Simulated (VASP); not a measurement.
Crystal: Ge.

```
Ge
1.0
     0.00000    2.88054    2.88054
     2.88054    0.00000    2.88054
     2.88054    2.88054    0.00000
Ge
2
Direct
  0.00000 0.00000 0.00000
  0.25000 0.25000 0.25000
```

| Quantity | Value |
| --- | --- |
| Program | VASP 6.6.1 |
| Task | relaxation of cell and atoms |
| Functional | PBE |
| Dispersion | D3(BJ) |
| Potentials or basis | VASP PAW PBE potentials, release 64 (Ge_d) |
| Cutoff | 600 eV |
| k mesh | 14 × 14 × 14 |
| Occupations | gaussian, width 0.1 eV |
| Spin | no spin polarisation |

At the start: pressure -1.9 GPa; volume 23.90 Å³/atom.

**Question.** How do energy, volume and symmetry change on relaxing?

**Answer.** Over 5 steps the energy falls by 4.6 meV/atom and the volume is 23.15 Å³/atom (-3.1 %); space group Fd-3m (No. 227, to 0.1 Å) before and after.

Step by step:
| step | energy change (eV) | largest force (eV/Å) | pressure (GPa) | volume (Å³) |
| --- | --- | --- | --- | --- |
| 1 | 0.0000 | 0.0000 | -1.87 | 47.80 |
| 2 | -0.0087 | 0.0000 | 0.55 | 45.89 |
| 3 | -0.0093 | 0.0000 | 0.11 | 46.27 |
| 4 | -0.0093 | 0.0000 | -0.22 | 46.35 |
| 5 | -0.0093 | 0.0000 | 0.03 | 46.30 |

Final structure:
```
Ge
1.0
     0.00000    2.85011    2.85011
     2.85011    0.00000    2.85011
     2.85011    2.85011    0.00000
Ge
2
Direct
  0.00000 0.00000 0.00000
  0.25000 0.25000 0.25000
```
